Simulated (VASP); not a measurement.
# Sb (P2_1/m) in VASP: a series of runs, part 2 of 2

VASP 6.6.1. The steps go on from the part before.

### Step 4. Single point, LDA

This run uses another cell than the first one, of 32.49 Å³/atom, 1.041 times its volume.

INCAR reads:

```
ALGO = Normal
EDIFF = 1E-7
ENCUT = 520
ISIF = 2
ISMEAR = -1
LASPH = True
LCHARG = False
LREAL = False
LWAVE = False
NBANDS = 18
NELM = 60
PREC = Accurate
SIGMA = 0.05
```

KPOINTS reads:

```
k-points
0
Gamma
  6 6 4
```

POSCAR reads:

```
Sb
1.0
    4.5576856421      0.0000000000      0.0000000000
    0.0000000000      4.4503796612      0.0000000000
   -1.3292644138      0.0000000000      6.4064972283
Sb
4
Direct
    0.3399300000      0.2500000000      0.6836700000
    0.9366380000      0.7500000000      0.7627580000
    0.0633620000      0.2500000000      0.2372420000
    0.6600700000      0.7500000000      0.3163300000
```

Potentials or basis: VASP PAW LDA potentials, release 64 (Sb).

Command:

```
cat potpaw_LDA.64/Sb/POTCAR > POTCAR
mpirun -np 1 vasp_std > vasp.out
```

OUTCAR:

```text
EDIFF = 1E-7
   ENCUT = 520
   ISIF = 2
   ISMEAR = -1
   LASPH = True
   LREAL = False
   NELM = 60
   PREC = Accurate

 ion  position               nearest neighbor table
   1  0.340  0.250  0.684-   3 2.94   2 3.00   2 3.00   2 3.47   2 3.47   4 3.78   4 3.78
   2  0.937  0.750  0.763-   4 2.94   1 3.00   1 3.00   1 3.47   1 3.47   3 3.77   3 3.77
   3  0.063  0.250  0.237-   1 2.94   4 3.00   4 3.00   4 3.47   4 3.47   2 3.77   2 3.77
   4  0.660  0.750  0.316-   2 2.94   3 3.00   3 3.00   3 3.47   3 3.47   1 3.78   1 3.78

  LATTYP: Found a simple monoclinic cell.
 ALAT       =     4.5576856421
 B/A-ratio  =     0.9764560373
 C/A-ratio  =     1.4355853266
 COS(beta)  =    -0.2031599047

  Lattice vectors:

 A1 = (   4.5576856421,   0.0000000000,   0.0000000000)
 A2 = (   0.0000000000,   4.4503796612,   0.0000000000)
 A3 = (  -1.3292644138,   0.0000000000,   6.4064972283)

Analysis of symmetry for initial positions (statically):
=====================================================================
 Subroutine PRICEL returns:
 Original cell was already a primitive cell.

 Routine SETGRP: Setting up the symmetry group for a
 simple monoclinic supercell.

 Subroutine GETGRP returns: Found  4 space group operations
 (whereof  2 operations were pure point group operations)
 out of a pool of  4 trial point group operations.

The static configuration has the point symmetry S_2 .
 The point group associated with its full space group is C_2h.

Analysis of symmetry for dynamics (positions and initial velocities):
=====================================================================
 Subroutine PRICEL returns:
 Original cell was already a primitive cell.

 Routine SETGRP: Setting up the symmetry group for a
 simple monoclinic supercell.

 Subroutine GETGRP returns: Found  4 space group operations
 (whereof  2 operations were pure point group operations)
 out of a pool of  4 trial point group operations.

[... 119 lines left out ...]
   EFERMI =   0.00;   METHOD = LEGACY
   ISMEAR =    -1;   SIGMA  =   0.05  broadening in eV -4-tet -1-fermi 0-gaus
   EFERMI_NEDOS =   21; number of points for ismear=-14 and -15
   IALGO  =     38    algorithm
   IMIX   =      4    mixing-type and parameters
     AMIX     =   0.40;   BMIX     =  1.00
     AMIX_MAG =   1.60;   BMIX_MAG =  1.00
  volume/ion in A,a.u.               =      32.49       219.23
  Fermi-wavevector in a.u.,A,eV,Ry     =   0.877332  1.657918 10.472568  0.769712
  Thomas-Fermi vector in A             =   1.997266
   LORBIT       =      0    0 simple, 1 ext, 2 COOP (PROOUT), +10 PAW based schemes
   GGA     = CA    functional components
   LHFCALC =     F    Hartree Fock is set to
   AEXX    =    0.0000 exact exchange contribution
   IVDW    =     0    specifies the selected vdW correction
   LEPSILON=     F    determine dielectric tensor
   LRPA    =     F    only Hartree local field effects (RPA)
 non-spin polarized calculation
  energy-cutoff  :      520.00
  volume of cell :      129.95
 maximum number of plane-waves:      3528
 NGX is ok and might be reduce to    36
   NGX = 17   NGY = 17   NGZ = 25

 number of electron      20.0000000 magnetization

 Free energy of the ion-electron system (eV)
  ---------------------------------------------------
  ext. energy  EPLUGINS =         0.00000000
  ---------------------------------------------------
  free energy    TOTEN  =       -18.60968585 eV

  energy without entropy =      -18.59970242  energy(sigma->0) =      -18.60469413

 E-fermi :   6.0408     XC(G=0):  -9.4232

 val. band max:        6.0001803763   @ k =   0.3333   0.0000   0.0000
 cond. band min:       6.0511614104   @ k =  -0.1667   0.0000   0.2500
 fundamental gap:      0.0509810341
 Fermi energy:         6.0407678500

 k-point     1 :       0.0000    0.0000    0.0000
  band No.  band energies     occupation
      1      -6.0414      2.00000
      2      -3.7037      2.00000
      3      -1.3302      2.00000
      4      -0.3505      2.00000
      5       1.8794      2.00000
      6       2.7250      2.00000
[... 481 lines left out ...]
      5       2.3620      2.00000
      6       2.7547      2.00000
[... 10 lines left out ...]
     17      10.5968      0.00000
     18      11.4989      0.00000

 [... further k-points ...]
[... 5 lines left out ...]
  --------------------------------------------------------------------------------------
  -------------------------------------------------------------------------------------
  Total       -3.2535959     -3.8109723     -2.7890115      0.0000000      0.0000000      0.2838719
  in kB      -40.1154916    -46.9877123    -34.3873579      0.0000000      0.0000000      3.5000228
  external PRESSURE =     -40.4968539 kB  Pullay stress =       0.0000000 kB

 VOLUME and BASIS-vectors are now :
 -----------------------------------------------------------------------------
  energy-cutoff  :      520.00
  volume of cell :      129.95
      direct lattice vectors                 reciprocal lattice vectors
     4.557685642  0.000000000  0.000000000     0.219409604  0.000000000  0.045524624
     0.000000000  4.450379661  0.000000000     0.000000000  0.224699930  0.000000000
    -1.329264414  0.000000000  6.406497228     0.000000000  0.000000000  0.156091537

 POSITION                                       TOTAL-FORCE (eV/Angst)
 -----------------------------------------------------------------------------------
      0.64052      1.11259      4.37993        -0.218380     -0.000000     -0.020842
      3.25499      3.33778      4.88661         0.197496      0.000000     -0.214181
     -0.02657      1.11259      1.51989        -0.197496     -0.000000      0.214181
      2.58791      3.33778      2.02657         0.218380      0.000000      0.020842
 -----------------------------------------------------------------------------------
    total drift:                               -0.000000      0.000000      0.000000

  FREE ENERGIE OF THE ION-ELECTRON SYSTEM (eV)
  ---------------------------------------------------
  free  energy   TOTEN  =       -18.6096858455 eV

  energy  without entropy=      -18.5997024189  energy(sigma->0) =      -18.60469413
```

stdout:

```text
POSCAR found type information on POSCAR Sb
 POSCAR found :  1 types and       4 ions
 scaLAPACK will be used
 LDA part: xc-table for (Slater(with rela. corr.)+CA(PZ))
 , standard interpolation
 POSCAR, INCAR and KPOINTS ok, starting setup
 FFT: planning ... GRIDC
 FFT: planning ... GRID_SOFT
 FFT: planning ... GRID
 WAVECAR not read
 entering main loop
```

It took 32 s on 1 thread of Intel Xeon 6975P-C (Granite Rapids), shared host; peak memory 0.25 GiB.

Results:

```
Free energy            : -18.6097 eV
Pressure               : -4.0 GPa
Largest force          : 0.291 eV/Å
Band gap on the k mesh : zero (band 10 reaches 6.21 eV, above the bottom of band 11 at 5.76 eV)
```

Forces in eV/Å, atoms in the order of the input:
```
Sb  -0.218  0.000 -0.021
Sb   0.197  0.000 -0.214
Sb  -0.197  0.000  0.214
Sb   0.218  0.000  0.021
```

Stress tensor (GPa, compression positive):
```
-4.01  0.00  0.35
 0.00 -4.70  0.00
 0.35  0.00 -3.44
```

Levels at points of the mesh, in eV from the Fermi level:
```csv
k point,band 8,band 9,band 10,band 11,band 12,band 13
"(0.00, 0.00, 0.00)",-2.05,-1.32,-0.12,2.07,2.68,2.87
"(0.50, 0.00, 0.00)",-1.06,-0.84,-0.66,0.31,1.04,1.22
"(0.00, 0.50, 0.00)",-1.35,-1.04,-1.04,0.41,0.41,1.32
"(0.50, 0.50, 0.00)",-3.38,-2.20,-2.20,0.88,0.88,4.83
"(0.00, 0.00, 0.50)",-2.04,-1.66,-1.50,0.65,1.88,2.19
"(0.50, 0.00, 0.50)",-0.98,-0.86,-0.69,-0.28,0.76,1.03
"(0.00, 0.50, 0.50)",-1.57,-0.80,-0.80,0.11,0.11,0.95
"(0.50, 0.50, 0.50)",-3.70,-1.22,-1.22,1.92,1.92,3.54
```

Caveat: spin-orbit coupling is left out, which moves the levels of the heavy elements.

### Step 5. Overview

```tsv
cell	gap on the mesh (eV)	pressure (GPa)	largest force (eV/Å)
a = 4.497, b = 4.391, c = 6.456 Å, angles 90.0, 101.7, 90.0°, 4 atoms	none	-2.3	0.12
a = 4.528, b = 4.421, c = 6.500 Å, angles 90.0, 101.7, 90.0°, 4 atoms	none	-3.2	0.18
a = 4.558, b = 4.450, c = 6.543 Å, angles 90.0, 101.7, 90.0°, 4 atoms	none	-4.0	0.29
```

Alike in all rows: task single point; level LDA; potentials or basis VASP PAW LDA potentials, release 64 (Sb); no spin polarisation; k mesh 6 × 6 × 4; cutoff (eV) 520; smearing fermi-dirac 0.05 eV.

Caveats: spin-orbit coupling is left out, which moves the levels of the heavy elements.

Absolute energies hang on the potentials; compare differences alone.
